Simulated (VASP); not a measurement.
# LiCl (Cmcm) in VASP: notebook

Runs on LiCl. Level: PBE. Tasks: single point, relaxation of cell and atoms.

All numbers are computed with VASP 6.6.1; they aren't measurements. Logs are shortened: lines on timing, memory, paths and dates and some standing lists are left out, and cuts for length are marked.

## (1) The cell of the first run

Symmetry: Cmcm, No. 63, orthorhombic system. The conventional cell has a = 3.940 Å, b = 6.897 Å, c = 9.208 Å, α = 90.00°, β = 90.00°, γ = 90.00°. Within 3.0 Å of Li (site symmetry m2m) lie 3 Cl at 2.29 Å. Cl (site symmetry m2m) has 3 Li at 2.29 Å within 3.0 Å.

## (2) Single point, PBE

INCAR reads:

```
ALGO     = Normal         # electronic algorithm
EDIFF    = 1E-6           # SCF threshold, eV
ENCUT    = 520            # plane-wave cutoff, eV
GGA      = PE             # functional
ISIF     = 2              # what is computed and relaxed
ISMEAR   = 0              # smearing method
LASPH    = T              # aspherical terms in the spheres
LCHARG   = T              # write CHGCAR
LELF     = T              # ELF
LREAL    = F              # projectors in reciprocal space
LVHAR    = T            
LWAVE    = F              # write WAVECAR
NBANDS   = 18             # bands
NELM     = 100            # most SCF steps
PREC     = Accurate       # precision mode
SIGMA    = 0.02           # smearing width, eV
```

KPOINTS reads:

```
k-points
0
Gamma
  8 8 4
```

POSCAR reads:

```
LiCl
1.0
    1.9701245869     -3.4485270732      0.0000000000
    1.9701245869      3.4485270732      0.0000000000
    0.0000000000      0.0000000000      9.2084894099
Li Cl
2 2
Direct
    0.4020854716      0.5979145284      0.2500000000
    0.5979145284      0.4020854716      0.7500000000
    0.9294403087      0.0705596913      0.7500000000
    0.0705596913      0.9294403087      0.2500000000
```

Potentials or basis: VASP PAW PBE potentials, release 64 (Li_sv, Cl).

Launch:

```
cat potpaw_PBE.64/Li_sv/POTCAR potpaw_PBE.64/Cl/POTCAR > POTCAR
mpirun -np 1 vasp_std > vasp.out
```

OUTCAR:

```text
EDIFF = 1E-6
   ENCUT = 520
   GGA = PE
   ISIF = 2
   ISMEAR = 0
   LASPH = T
   LREAL = F
   NELM = 100
   PREC = Accurate

 ion  position               nearest neighbor table
   1  0.402  0.598  0.250-   4 2.29   4 2.29   4 2.29
   2  0.598  0.402  0.750-   3 2.29   3 2.29   3 2.29
   3  0.929  0.071  0.750-   2 2.29   2 2.29   2 2.29
   4  0.071  0.929  0.250-   1 2.29   1 2.29   1 2.29

  LATTYP: Found a base centered orthorhombic cell.
 ALAT       =     3.9402491738
 B/A-ratio  =     1.7504106573
 C/A-ratio  =     2.3370322545

  Lattice vectors:

 A1 = (   1.9701245869,  -3.4485270732,   0.0000000000)
 A2 = (   1.9701245869,   3.4485270732,   0.0000000000)
 A3 = (   0.0000000000,   0.0000000000,   9.2084894099)

Analysis of symmetry for initial positions (statically):
=====================================================================
 Subroutine PRICEL returns:
 Original cell was already a primitive cell.

 Routine SETGRP: Setting up the symmetry group for a
 base centered orthorhombic supercell.

 Subroutine GETGRP returns: Found  8 space group operations
 (whereof  4 operations were pure point group operations)
 out of a pool of  8 trial point group operations.

The static configuration has the point symmetry C_2h.
 The point group associated with its full space group is D_2h.

Analysis of symmetry for dynamics (positions and initial velocities):
=====================================================================
 Subroutine PRICEL returns:
 Original cell was already a primitive cell.

 Routine SETGRP: Setting up the symmetry group for a
 base centered orthorhombic supercell.

 Subroutine GETGRP returns: Found  8 space group operations
 (whereof  4 operations were pure point group operations)
 out of a pool of  8 trial point group operations.

The dynamic configuration has the point symmetry C_2h.
 The point group associated with its full space group is D_2h.

 Subroutine INISYM returns: Found  8 space group operations
 (whereof  4 operations are pure point group operations),
 and found     1 'primitive' translations

----------------------------------------------------------------------------------------

                                     Primitive cell

  volume of cell :     125.1255

  direct lattice vectors                    reciprocal lattice vectors
     1.970124587 -3.448527073  0.000000000     0.253791056 -0.144989437  0.000000000
     1.970124587  3.448527073  0.000000000     0.253791056  0.144989437  0.000000000
     0.000000000  0.000000000  9.208489410     0.000000000  0.000000000  0.108595444

  length of vectors
     3.971615523  3.971615523  9.208489410     0.292287251  0.292287251  0.108595444

  position of ions in fractional coordinates (direct lattice)
     0.402085472  0.597914528  0.250000000
     0.597914528  0.402085472  0.750000000
     0.929440309  0.070559691  0.750000000
     0.070559691  0.929440309  0.250000000

  ion indices of the primitive-cell ions
   primitive index   ion index
                 1           1
                 2           2
                 3           3
                 4           4

----------------------------------------------------------------------------------------

 KPOINTS: k-points

Automatic generation of k-mesh.
 Grid dimensions read from file:
 generate k-points for:    8    8    4

 Generating k-lattice:

  Cartesian coordinates                     Fractional coordinates (reciprocal lattice)
     0.031723882 -0.018123680  0.000000000     0.125000000  0.000000000  0.000000000
     0.031723882  0.018123680  0.000000000     0.000000000  0.125000000  0.000000000
     0.000000000  0.000000000  0.027148861     0.000000000  0.000000000  0.250000000

  Length of vectors
     0.036535906  0.036535906  0.027148861

  Shift w.r.t. Gamma in fractional coordinates (k-lattice)
     0.000000000  0.000000000  0.000000000

 Subroutine IBZKPT returns following result:
 ===========================================

 Found     63 irreducible k-points:

 Following reciprocal coordinates:
            Coordinates               Weight
  0.000000  0.000000  0.000000      1.000000
  0.125000 -0.000000  0.000000      4.000000
  0.250000 -0.000000  0.000000      4.000000
  0.375000  0.000000  0.000000      4.000000
  0.500000 -0.000000  0.000000      2.000000
  0.125000  0.125000  0.000000      2.000000
[... 16 lines left out ...]
  0.125000 -0.000000  0.250000      8.000000
  0.250000 -0.000000  0.250000      8.000000
 [... further k-points ...]
   k-points           NKPTS =     63   k-points in BZ     NKDIM =     63   number of bands    NBANDS=     18
   number of dos      NEDOS =    301   number of ions     NIONS =      4
   total plane-waves  NPLWV =  63000
   dimension x,y,z NGX =    30 NGY =   30 NGZ =   70
   dimension x,y,z NGXF=    60 NGYF=   60 NGZF=  140
   ions per type =               2   2
   NGX,Y,Z   is equivalent  to a cutoff of  12.56, 12.56, 12.64 a.u.
   NGXF,Y,Z  is equivalent  to a cutoff of  25.12, 25.12, 25.27 a.u.
 SYSTEM =  unknown system
   PREC   = accura    normal or accurate (medium, high low for compatibility)
   ISTART =      0    job   : 0-new  1-cont  2-samecut
   ICHARG =      2    charge: 1-file 2-atom 10-const
   ISPIN  =      1    spin polarized calculation?
   LNONCOLLINEAR =      F non collinear calculations
   LSORBIT =      F    spin-orbit coupling
   LASPH  =      T    aspherical Exc in radial PAW
   ENCUT  =  520.0 eV  38.22 Ry    6.18 a.u.   7.38  7.38 17.12*2*pi/ulx,y,z
   NELM   =    100;   NELMIN=  2; NELMDL= -5     # of ELM steps
   EDIFF  = 0.1E-05   stopping-criterion for ELM
   LREAL  =      F    real-space projection
   EDIFFG = 0.1E-04   stopping-criterion for IOM
   NSW    =      0    number of steps for IOM
   IBRION =     -1    ionic relax: 0-MD 1-quasi-New 2-CG
   NFREE  =      0    steps in history (QN), initial steepest desc. (CG)
   ISIF   =      2    stress and relaxation
   ISYM   =      2    0-nonsym 1-usesym 2-fastsym
   POTIM  = 0.5000    time-step for ionic-motion
   TEBEG  =    0.0;   TEEND  =   0.0 temperature during run
   PSTRESS=    0.0 pullay stress
   NELECT =      20.0000    total number of electrons
   NUPDOWN=      -1.0000    fix difference up-down
   EMIN   =  10.00;   EMAX   =-10.00  energy-range for DOS
   EFERMI =   0.00;   METHOD = LEGACY
   ISMEAR =     0;   SIGMA  =   0.02  broadening in eV -4-tet -1-fermi 0-gaus
   EFERMI_NEDOS =   21; number of points for ismear=-14 and -15
   IALGO  =     38    algorithm
   IMIX   =      4    mixing-type and parameters
     AMIX     =   0.40;   BMIX     =  1.00
     AMIX_MAG =   1.60;   BMIX_MAG =  1.00
  volume/ion in A,a.u.               =      31.28       211.10
  Fermi-wavevector in a.u.,A,eV,Ry     =   0.888457  1.678940 10.739830  0.789355
  Thomas-Fermi vector in A             =   2.009889
   LORBIT       =      0    0 simple, 1 ext, 2 COOP (PROOUT), +10 PAW based schemes
   GGA     = PE    functional components
   LHFCALC =     F    Hartree Fock is set to
   AEXX    =    0.0000 exact exchange contribution
   IVDW    =     0    specifies the selected vdW correction
   LEPSILON=     F    determine dielectric tensor
   LRPA    =     F    only Hartree local field effects (RPA)
 non-spin polarized calculation
 Gauss-broadening in eV      SIGMA  =   0.02
  energy-cutoff  :      520.00
  volume of cell :      125.13
 maximum number of plane-waves:      3399
 NGX is ok and might be reduce to    30
   NGX = 15   NGY = 15   NGZ = 35

 number of electron      19.9999992 magnetization

 Free energy of the ion-electron system (eV)
  ---------------------------------------------------
  ext. energy  EPLUGINS =         0.00000000
  ---------------------------------------------------
  free energy    TOTEN  =       -14.46498068 eV

  energy without entropy =      -14.46498068  energy(sigma->0) =      -14.46498068

 E-fermi :  -3.0652     XC(G=0):  -5.9241

 val. band max:       -3.2238684952   @ k =   0.3750   0.2500   0.0000
 cond. band min:       2.1255929804   @ k =   0.0000   0.0000   0.0000
 fundamental gap:      5.3494614757
 Fermi energy:        -3.0652418323

 k-point     1 :       0.0000    0.0000    0.0000
  band No.  band energies     occupation
      1     -46.2831      2.00000
      2     -46.2831      2.00000
      3     -15.5853      2.00000
      4     -15.5647      2.00000
      5      -4.0585      2.00000
      6      -3.5941      2.00000
[... 10 lines left out ...]
     17       6.9292      0.00000
     18       6.9606      0.00000

 k-point     2 :       0.1250   -0.0000    0.0000
  band No.  band energies     occupation
      1     -46.2830      2.00000
      2     -46.2830      2.00000
      3     -15.5677      2.00000
      4     -15.5478      2.00000
      5      -3.9877      2.00000
      6      -3.7177      2.00000
[... 10 lines left out ...]
     17       7.2237      0.00000
     18       7.4969      0.00000

 k-point     3 :       0.2500   -0.0000    0.0000
  band No.  band energies     occupation
      1     -46.2826      2.00000
      2     -46.2826      2.00000
      3     -15.5241      2.00000
      4     -15.5064      2.00000
      5      -4.1656      2.00000
      6      -4.1134      2.00000
[... 10 lines left out ...]
     17       8.1475      0.00000
     18       8.2734      0.00000

 k-point     4 :       0.3750    0.0000    0.0000
  band No.  band energies     occupation
      1     -46.2823      2.00000
      2     -46.2822      2.00000
      3     -15.4793      2.00000
      4     -15.4639      2.00000
      5      -4.5638      2.00000
      6      -4.4968      2.00000
[... 375 lines left out ...]
      4     -15.5677      2.00000
      5      -3.9973      2.00000
      6      -3.6704      2.00000
[... 10 lines left out ...]
     17       6.8327      0.00000
     18       6.9112      0.00000

 k-point    23 :       0.1250   -0.0000    0.2500
  band No.  band energies     occupation
      1     -46.2830      2.00000
      2     -46.2830      2.00000
      3     -15.5648      2.00000
      4     -15.5507      2.00000
      5      -3.9312      2.00000
      6      -3.7189      2.00000
[... 10 lines left out ...]
     17       7.1831      0.00000
     18       7.2437      0.00000

 k-point    24 :       0.2500   -0.0000    0.2500
  band No.  band energies     occupation
      1     -46.2827      2.00000
      2     -46.2826      2.00000
      3     -15.5215      2.00000
      4     -15.5090      2.00000
      5      -4.1596      2.00000
      6      -4.1234      2.00000
[... 10 lines left out ...]
     17       8.2020      0.00000
     18       8.2573      0.00000

 [... further k-points ...]

------------------------ aborting loop because EDIFF is reached ----------------------------------------

  FORCE on cell =-STRESS in cart. coord.  units (eV):
  Direction    XX          YY          ZZ          XY          YZ          ZX
  --------------------------------------------------------------------------------------
  -------------------------------------------------------------------------------------
  Total       -0.0273265     -0.0181820     -0.0324979      0.0000000     -0.0000000      0.0000000
  in kB       -0.3499037     -0.2328131     -0.4161218      0.0000000     -0.0000000      0.0000000
  external PRESSURE =      -0.3329462 kB  Pullay stress =       0.0000000 kB

 VOLUME and BASIS-vectors are now :
 -----------------------------------------------------------------------------
  energy-cutoff  :      520.00
  volume of cell :      125.13
      direct lattice vectors                 reciprocal lattice vectors
     1.970124587 -3.448527073  0.000000000     0.253791056 -0.144989437  0.000000000
     1.970124587  3.448527073  0.000000000     0.253791056  0.144989437  0.000000000
     0.000000000  0.000000000  9.208489410     0.000000000  0.000000000  0.108595444

 POSITION                                       TOTAL-FORCE (eV/Angst)
 -----------------------------------------------------------------------------------
      1.97012      0.67532      2.30212         0.000000      0.000957      0.000000
      1.97012     -0.67532      6.90637         0.000000     -0.000957     -0.000000
      1.97012     -2.96187      6.90637         0.000000      0.000629     -0.000000
      1.97012      2.96187      2.30212         0.000000     -0.000629      0.000000
 -----------------------------------------------------------------------------------
    total drift:                               -0.000000     -0.000000     -0.000000

  FREE ENERGIE OF THE ION-ELECTRON SYSTEM (eV)
  ---------------------------------------------------
  free  energy   TOTEN  =       -14.4649806808 eV

  energy  without entropy=      -14.4649806808  energy(sigma->0) =      -14.46498068
```

It took 64 s on 1 thread of Intel Xeon 6975P-C (Granite Rapids), shared host; peak memory 0.29 GiB.

What came out:

| Quantity | Value |
| --- | --- |
| Free energy | -14.4650 eV |
| Band gap on the k mesh | 5.35 eV, indirect (least direct gap 5.61 eV) |

Levels at points of the mesh, in eV from the valence-band top:
| k point | band 6 | band 7 | band 8 | band 9 | band 10 | band 11 | band 12 | band 13 | band 14 | band 15 |
| --- | --- | --- | --- | --- | --- | --- | --- | --- | --- | --- |
| (0.00, 0.00, 0.00) | -0.37 | -0.31 | -0.31 | -0.28 | -0.26 | 5.35 | 7.53 | 7.71 | 10.02 | 10.04 |
| (0.50, 0.00, 0.00) | -1.42 | -0.73 | -0.72 | -0.29 | -0.03 | 7.01 | 7.85 | 8.74 | 9.24 | 9.27 |
| (0.50, 0.50, 0.00) | -1.43 | -0.69 | -0.66 | -0.28 | -0.06 | 7.40 | 7.88 | 8.13 | 8.47 | 9.93 |
| (0.00, 0.00, 0.50) | -0.62 | -0.31 | -0.31 | -0.27 | -0.27 | 6.09 | 6.09 | 9.15 | 9.15 | 10.03 |
| (0.50, 0.00, 0.50) | -1.46 | -0.73 | -0.73 | -0.16 | -0.16 | 7.57 | 7.57 | 8.32 | 8.32 | 10.65 |
| (0.50, 0.50, 0.50) | -1.46 | -0.68 | -0.68 | -0.17 | -0.17 | 7.39 | 7.39 | 8.77 | 8.77 | 9.81 |

Caveat: the cutoff is under 1.25 times the usual one of these potentials, so pressure, stress and relaxed cells hold a basis-set (Pulay) error. As with any semilocal functional, this PBE gap is likely too small.

## (3) Relaxation of cell and atoms, PBE

INCAR reads:

```
  PREC = Accurate
  ENCUT = 600
  EDIFF = 1E-6
  ISMEAR = 0
  SIGMA = 0.02
  LREAL = False
  LASPH = True
  NELM = 100
  ALGO = Normal
  ISIF = 3
  LWAVE = False
  LCHARG = False
  GGA = PE
  IBRION = 2
  NSW = 100
  EDIFFG = -0.01
```

KPOINTS reads:

```
Automatic mesh
0
Gamma
  8 8 4
```

POSCAR is that of step 2.

Potentials or basis: VASP PAW PBE potentials, release 64 (Li_sv, Cl).

Launch:

```
cat potpaw_PBE.64/Li_sv/POTCAR potpaw_PBE.64/Cl/POTCAR > POTCAR
mpirun -np 1 vasp_std > vasp.out
```

Run time: 43 s. Hardware: 1 thread of Intel Xeon 6975P-C (Granite Rapids), shared host; peak memory 0.32 GiB.

Results (log left out):

```yaml
Free_energy: -14.4651 eV
Pressure_after_relaxing: 0.0 GPa
Band_gap_on_the_k_mesh: 5.35 eV, indirect (least direct gap 5.61 eV)
```

Final structure:
```
Li Cl
1.0
     1.97012   -3.44853    0.00000
     1.97012    3.44853    0.00000
     0.00000    0.00000    9.20849
Li Cl
2 2
Direct
  0.40209 0.59791 0.25000
  0.59791 0.40209 0.75000
  0.92944 0.07056 0.75000
  0.07056 0.92944 0.25000
```

Levels at points of the mesh, in eV from the valence-band top:
| k point | band 6 | band 7 | band 8 | band 9 | band 10 | band 11 | band 12 | band 13 | band 14 |
| --- | --- | --- | --- | --- | --- | --- | --- | --- | --- |
| (0.00, 0.00, 0.00) | -0.37 | -0.31 | -0.31 | -0.28 | -0.26 | 5.35 | 7.53 | 7.71 | 10.02 |
| (0.50, 0.00, 0.00) | -1.42 | -0.73 | -0.72 | -0.29 | -0.03 | 7.01 | 7.85 | 8.74 | 9.24 |
| (0.50, 0.50, 0.00) | -1.43 | -0.69 | -0.66 | -0.28 | -0.06 | 7.40 | 7.88 | 8.13 | 8.47 |
| (0.00, 0.00, 0.50) | -0.62 | -0.31 | -0.31 | -0.27 | -0.27 | 6.09 | 6.09 | 9.15 | 9.15 |
| (0.50, 0.00, 0.50) | -1.46 | -0.73 | -0.73 | -0.16 | -0.16 | 7.57 | 7.57 | 8.32 | 8.32 |
| (0.50, 0.50, 0.50) | -1.46 | -0.68 | -0.68 | -0.17 | -0.17 | 7.39 | 7.39 | 8.77 | 8.77 |

Caveat: the cutoff is under 1.25 times the usual one of these potentials, so pressure, stress and relaxed cells hold a basis-set (Pulay) error; the relaxation stopped at its first step, so nothing moved. A k mesh can miss the band edges.

[end of part 1 of 2]
